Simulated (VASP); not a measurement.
Input of a VASP 6.6.1 run:

The input INCAR:

```
SYSTEM = Ba
PREC = Accurate
ENCUT = 520
EDIFF = 1E-7
ISMEAR = 0
SIGMA = 0.15
LREAL = .False.
LASPH = .True.
NELM = 60
ALGO = Fast
ISIF = 2
LWAVE = .False.
LCHARG = .True.
GGA = PS
LELF = .True.
LVHAR = .True.
NBANDS = 11
```

KPOINTS

```
Automatic mesh
0
Gamma
  14 14 14
  0 0 0
```

Contents of POSCAR:

```
Ba
1.0
    4.0485292679      0.7659379696      0.7659379696
    0.7659379696      4.0485292679      0.7659379696
    0.7659379696      0.7659379696      4.0485292679
Ba
1
Direct
    0.0000000000      0.0000000000      0.0000000000
```

Potentials or basis: VASP PAW PBE potentials, release 64 (Ba_sv).

Launch:

```bash
$ cat potpaw_PBE.64/Ba_sv/POTCAR > POTCAR
$ mpirun -np 1 vasp_std > vasp.out
```

Question: What does it give for the pressure?

Answer: -0.1 GPa.

Question: Predict the band gap on the k mesh.

Answer: Zero (band 5 reaches 1.89 eV, above the bottom of band 6 at 1.49 eV).

Stress tensor (GPa, compression positive):
```
-0.10  0.81  0.81
 0.81 -0.10  0.81
 0.81  0.81 -0.10
```

Caveat: the PAW data sets were made with another functional, which shifts forces and pressure a little; spin-orbit coupling is left out, which moves the levels of the heavy elements.
